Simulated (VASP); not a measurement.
# AlN (ha.bB) (F-43m) in VASP: single point with PBE

Aim: the single point of AlN (ha.bB) with PBE.

All numbers are computed with VASP 6.6.1; they aren't measurements. Logs are shortened: lines on timing, memory, paths and dates and some standing lists are left out, and cuts for length are marked.

## 1. The cell of the first run

The structure is cubic, space group F-43m (No. 216). The conventional cell has a = 4.403 Å, b = 4.403 Å, c = 4.403 Å, α = 90.00°, β = 90.00°, γ = 90.00°. Within 2.5 Å of Al (site symmetry -43m) lie 4 N at 1.91 Å. Within 2.5 Å of N (site symmetry -43m) lie 4 Al at 1.91 Å.

## 2. Single point, PBE

INCAR reads:

```
SYSTEM = AlN
PREC     = Accurate       ! precision mode
ENCUT    = 600            ! plane-wave cutoff, eV
EDIFF    = 1E-6           ! SCF threshold, eV
ISMEAR   = 0              ! smearing method
SIGMA    = 0.02           ! smearing width, eV
LREAL    = .False.        ! projectors in reciprocal space
LASPH    = .True.         ! aspherical terms in the spheres
NELM     = 120            ! most SCF steps
ALGO     = Normal         ! electronic algorithm
ISIF     = 2              ! what is computed and relaxed
LWAVE    = .False.        ! write WAVECAR
LCHARG   = .True.         ! write CHGCAR
GGA      = PE             ! functional
LELF     = .True.         ! ELF
LVHAR    = .True.       
NBANDS   = 11             ! bands
GGA_COMPAT= .False.
```

KPOINTS reads:

```
regular mesh
0
Gamma
  10 10 10
  0 0 0
```

POSCAR reads:

```
AlN
1.0
    0.0000000000      2.2012621095      2.2012621095
    2.2012621095      0.0000000000      2.2012621095
    2.2012621095      2.2012621095      0.0000000000
Al N
1 1
Direct
    0.0000000000      0.0000000000      0.0000000000
    0.2500000000      0.2500000000      0.2500000000
```

Potentials or basis: VASP PAW PBE potentials, release 64 (Al, N).

The run is started by

```console
cat potpaw_PBE.64/Al/POTCAR potpaw_PBE.64/N/POTCAR > POTCAR
mpirun -np 1 vasp_std > vasp.out
```

OUTCAR:

```text
SYSTEM = AlN
   PREC = Accurate
   ENCUT = 600
   EDIFF = 1E-6
   ISMEAR = 0
   LREAL = .False.
   LASPH = .True.
   NELM = 120
   ISIF = 2
   GGA = PE

 ion  position               nearest neighbor table
   1  0.000  0.000  0.000-   2 1.91   2 1.91   2 1.91   2 1.91
   2  0.250  0.250  0.250-   1 1.91   1 1.91   1 1.91   1 1.91

  LATTYP: Found a face centered cubic cell.
 ALAT       =     4.4025242190

  Lattice vectors:

 A1 = (   0.0000000000,   2.2012621095,   2.2012621095)
 A2 = (   2.2012621095,   0.0000000000,   2.2012621095)
 A3 = (   2.2012621095,   2.2012621095,   0.0000000000)

Analysis of symmetry for initial positions (statically):
=====================================================================
 Subroutine PRICEL returns:
 Original cell was already a primitive cell.

 Routine SETGRP: Setting up the symmetry group for a
 face centered cubic supercell.

 Subroutine GETGRP returns: Found 24 space group operations
 (whereof 24 operations were pure point group operations)
 out of a pool of 48 trial point group operations.

The static configuration has the point symmetry T_d .

Analysis of symmetry for dynamics (positions and initial velocities):
=====================================================================
 Subroutine PRICEL returns:
 Original cell was already a primitive cell.

 Routine SETGRP: Setting up the symmetry group for a
 face centered cubic supercell.

 Subroutine GETGRP returns: Found 24 space group operations
 (whereof 24 operations were pure point group operations)
 out of a pool of 48 trial point group operations.

The dynamic configuration has the point symmetry T_d .

 Subroutine INISYM returns: Found 24 space group operations
 (whereof 24 operations are pure point group operations),
 and found     1 'primitive' translations

----------------------------------------------------------------------------------------

                                     Primitive cell

  volume of cell :      21.3327

  direct lattice vectors                    reciprocal lattice vectors
     0.000000000  2.201262110  2.201262110    -0.227142419  0.227142419  0.227142419
     2.201262110  0.000000000  2.201262110     0.227142419 -0.227142419  0.227142419
     2.201262110  2.201262110  0.000000000     0.227142419  0.227142419 -0.227142419

  length of vectors
     3.113054730  3.113054730  3.113054730     0.393422210  0.393422210  0.393422210

  position of ions in fractional coordinates (direct lattice)
     0.000000000  0.000000000  0.000000000
     0.250000000  0.250000000  0.250000000

  ion indices of the primitive-cell ions
   primitive index   ion index
                 1           1
                 2           2

----------------------------------------------------------------------------------------

 KPOINTS: regular mesh

Automatic generation of k-mesh.
 Grid dimensions read from file:
 generate k-points for:   10   10   10

 Generating k-lattice:

  Cartesian coordinates                     Fractional coordinates (reciprocal lattice)
    -0.022714242  0.022714242  0.022714242     0.100000000  0.000000000  0.000000000
     0.022714242 -0.022714242  0.022714242     0.000000000  0.100000000  0.000000000
     0.022714242  0.022714242 -0.022714242     0.000000000  0.000000000  0.100000000

  Length of vectors
     0.039342221  0.039342221  0.039342221

  Shift w.r.t. Gamma in fractional coordinates (k-lattice)
     0.000000000  0.000000000  0.000000000

 Subroutine IBZKPT returns following result:
 ===========================================

 Found     47 irreducible k-points:

 Following reciprocal coordinates:
            Coordinates               Weight
  0.000000  0.000000  0.000000      1.000000
  0.100000  0.000000  0.000000      8.000000
  0.200000  0.000000  0.000000      8.000000
  0.300000  0.000000  0.000000      8.000000
  0.400000  0.000000  0.000000      8.000000
  0.500000  0.000000  0.000000      4.000000
[... 16 lines left out ...]
  0.300000  0.300000  0.000000      6.000000
  0.400000  0.300000  0.000000     24.000000
 [... further k-points ...]
   k-points           NKPTS =     47   k-points in BZ     NKDIM =     47   number of bands    NBANDS=     11
   number of dos      NEDOS =    301   number of ions     NIONS =      2
   total plane-waves  NPLWV =  21952
   dimension x,y,z NGX =    28 NGY =   28 NGZ =   28
   dimension x,y,z NGXF=    56 NGYF=   56 NGZF=   56
   ions per type =               1   1
   NGX,Y,Z   is equivalent  to a cutoff of  14.95, 14.95, 14.95 a.u.
   NGXF,Y,Z  is equivalent  to a cutoff of  29.91, 29.91, 29.91 a.u.
 SYSTEM =  AlN
   PREC   = accura    normal or accurate (medium, high low for compatibility)
   ISTART =      0    job   : 0-new  1-cont  2-samecut
   ICHARG =      2    charge: 1-file 2-atom 10-const
   ISPIN  =      1    spin polarized calculation?
   LNONCOLLINEAR =      F non collinear calculations
   LSORBIT =      F    spin-orbit coupling
   LASPH  =      T    aspherical Exc in radial PAW
   ENCUT  =  600.0 eV  44.10 Ry    6.64 a.u.   6.22  6.22  6.22*2*pi/ulx,y,z
   NELM   =    120;   NELMIN=  2; NELMDL= -5     # of ELM steps
   EDIFF  = 0.1E-05   stopping-criterion for ELM
   LREAL  =      F    real-space projection
   EDIFFG = 0.1E-04   stopping-criterion for IOM
   NSW    =      0    number of steps for IOM
   IBRION =     -1    ionic relax: 0-MD 1-quasi-New 2-CG
   NFREE  =      0    steps in history (QN), initial steepest desc. (CG)
   ISIF   =      2    stress and relaxation
   ISYM   =      2    0-nonsym 1-usesym 2-fastsym
   POTIM  = 0.5000    time-step for ionic-motion
   TEBEG  =    0.0;   TEEND  =   0.0 temperature during run
   PSTRESS=    0.0 pullay stress
   NELECT =       8.0000    total number of electrons
   NUPDOWN=      -1.0000    fix difference up-down
   EMIN   =  10.00;   EMAX   =-10.00  energy-range for DOS
   EFERMI =   0.00;   METHOD = LEGACY
   ISMEAR =     0;   SIGMA  =   0.02  broadening in eV -4-tet -1-fermi 0-gaus
   EFERMI_NEDOS =   21; number of points for ismear=-14 and -15
   IALGO  =     38    algorithm
   IMIX   =      4    mixing-type and parameters
     AMIX     =   0.40;   BMIX     =  1.00
     AMIX_MAG =   1.60;   BMIX_MAG =  1.00
  volume/ion in A,a.u.               =      10.67        71.98
  Fermi-wavevector in a.u.,A,eV,Ry     =   1.180565  2.230944 18.962884  1.393733
  Thomas-Fermi vector in A             =   2.316855
   LORBIT       =      0    0 simple, 1 ext, 2 COOP (PROOUT), +10 PAW based schemes
   GGA     = PE    functional components
   LHFCALC =     F    Hartree Fock is set to
   AEXX    =    0.0000 exact exchange contribution
   IVDW    =     0    specifies the selected vdW correction
   LEPSILON=     F    determine dielectric tensor
   LRPA    =     F    only Hartree local field effects (RPA)
 non-spin polarized calculation
 Gauss-broadening in eV      SIGMA  =   0.02
  energy-cutoff  :      600.00
  volume of cell :       21.33
 maximum number of plane-waves:       728
 NGX is ok and might be reduce to    28
   NGX = 13   NGY = 13   NGZ = 13

 number of electron       8.0000000 magnetization

 Free energy of the ion-electron system (eV)
  ---------------------------------------------------
  ext. energy  EPLUGINS =         0.00000000
  ---------------------------------------------------
  free energy    TOTEN  =       -14.84893361 eV

  energy without entropy =      -14.84893361  energy(sigma->0) =      -14.84893361

 E-fermi :   5.9343     XC(G=0): -10.8312

 val. band max:        5.7490325301   @ k =   0.0000   0.0000   0.0000
 cond. band min:       9.0543791457   @ k =   0.5000   0.5000   0.0000
 fundamental gap:      3.3053466156
 Fermi energy:         5.9342889952

 k-point     1 :       0.0000    0.0000    0.0000
  band No.  band energies     occupation
      1      -9.0968      2.00000
      2       5.7490      2.00000
      3       5.7490      2.00000
      4       5.7490      2.00000
      5       9.7374      0.00000
      6      18.0771      0.00000
      7      18.0771      0.00000
      8      18.0771      0.00000
      9      23.2490      0.00000
     10      23.2490      0.00000
     11      24.6053      0.00000

 k-point     2 :       0.1000    0.0000    0.0000
  band No.  band energies     occupation
      1      -8.9544      2.00000
      2       4.9380      2.00000
      3       5.6977      2.00000
      4       5.6977      2.00000
      5      10.4046      0.00000
      6      17.6898      0.00000
      7      18.2081      0.00000
      8      18.2081      0.00000
      9      22.0108      0.00000
     10      22.0108      0.00000
     11      23.8277      0.00000

 k-point     3 :       0.2000    0.0000    0.0000
  band No.  band energies     occupation
      1      -8.5499      2.00000
      2       3.3532      2.00000
      3       5.5697      2.00000
      4       5.5697      2.00000
      5      11.5297      0.00000
      6      16.8974      0.00000
      7      18.1574      0.00000
      8      18.1574      0.00000
      9      21.4707      0.00000
     10      21.4707      0.00000
     11      22.9514      0.00000

 k-point     4 :       0.3000    0.0000    0.0000
  band No.  band energies     occupation
      1      -7.9640      2.00000
      2       1.7397      2.00000
      3       5.4230      2.00000
      4       5.4230      2.00000
      5      12.3706      0.00000
      6      16.1583      0.00000
      7      17.5366      0.00000
      8      17.5366      0.00000
      9      22.4818      0.00000
     10      22.4818      0.00000
     11      22.7335      0.00000

 k-point     5 :       0.4000    0.0000    0.0000
  band No.  band energies     occupation
      1      -7.3811      2.00000
      2       0.4875      2.00000
      3       5.3124      2.00000
      4       5.3124      2.00000
      5      12.7943      0.00000
      6      15.6441      0.00000
      7      16.9600      0.00000
      8      16.9600      0.00000
      9      23.1199      0.00000
     10      24.2645      0.00000
     11      24.2645      0.00000
[... 211 lines left out ...]
 k-point    21 :      -0.3000    0.2000    0.0000
  band No.  band energies     occupation
      1      -7.2312      2.00000
      2       1.2131      2.00000
      3       3.5868      2.00000
      4       5.2335      2.00000
      5      13.5303      0.00000
      6      14.5986      0.00000
      7      17.2910      0.00000
      8      17.8930      0.00000
      9      21.9171      0.00000
     10      24.1446      0.00000
     11      26.7437      0.00000

 k-point    22 :      -0.2000    0.2000    0.0000
  band No.  band energies     occupation
      1      -7.7716      2.00000
      2       2.0336      2.00000
      3       4.0844      2.00000
      4       5.4942      2.00000
      5      13.1311      0.00000
      6      15.5274      0.00000
      7      16.9309      0.00000
      8      18.0760      0.00000
      9      20.5270      0.00000
     10      23.8966      0.00000
     11      26.8298      0.00000

 k-point    23 :       0.3000    0.3000    0.0000
  band No.  band energies     occupation
      1      -7.5996      2.00000
      2       2.2648      2.00000
      3       4.5275      2.00000
      4       4.5275      2.00000
      5      11.0027      0.00000
      6      15.2839      0.00000
      7      17.3849      0.00000
      8      19.9827      0.00000
      9      19.9827      0.00000
     10      25.9008      0.00000
     11      29.1187      0.00000

 k-point    24 :       0.4000    0.3000    0.0000
  band No.  band energies     occupation
      1      -7.1536      2.00000
      2       1.6480      2.00000
      3       4.0727      2.00000
      4       4.3658      2.00000
      5      10.6120      0.00000
      6      15.1241      0.00000
      7      17.7243      0.00000
      8      20.0788      0.00000
      9      20.5706      0.00000
     10      26.7917      0.00000
     11      28.9054      0.00000

 [... further k-points ...]
[... 5 lines left out ...]
  --------------------------------------------------------------------------------------
  -------------------------------------------------------------------------------------
  Total       -0.0431128     -0.0431128     -0.0431128      0.0000000      0.0000000      0.0000000
  in kB       -3.2379619     -3.2379619     -3.2379619      0.0000000      0.0000000      0.0000000
  external PRESSURE =      -3.2379619 kB  Pullay stress =       0.0000000 kB

 VOLUME and BASIS-vectors are now :
 -----------------------------------------------------------------------------
  energy-cutoff  :      600.00
  volume of cell :       21.33
      direct lattice vectors                 reciprocal lattice vectors
     0.000000000  2.201262110  2.201262110    -0.227142419  0.227142419  0.227142419
     2.201262110  0.000000000  2.201262110     0.227142419 -0.227142419  0.227142419
     2.201262110  2.201262110  0.000000000     0.227142419  0.227142419 -0.227142419

 POSITION                                       TOTAL-FORCE (eV/Angst)
 -----------------------------------------------------------------------------------
      0.00000      0.00000      0.00000         0.000000      0.000000      0.000000
      1.10063      1.10063      1.10063        -0.000000     -0.000000     -0.000000
 -----------------------------------------------------------------------------------
    total drift:                                0.000000      0.000000      0.000000

  FREE ENERGIE OF THE ION-ELECTRON SYSTEM (eV)
  ---------------------------------------------------
  free  energy   TOTEN  =       -14.8489336144 eV

  energy  without entropy=      -14.8489336144  energy(sigma->0) =      -14.84893361
```

It took 29 s on 1 thread of Intel Xeon 8259CL, shared host; peak memory 0.15 GiB.

Results:

- Free energy: -14.8489 eV
- Pressure: -0.3 GPa
- Band gap on the k mesh: 3.31 eV, indirect (least direct gap 3.99 eV)

A k mesh can miss the band edges.
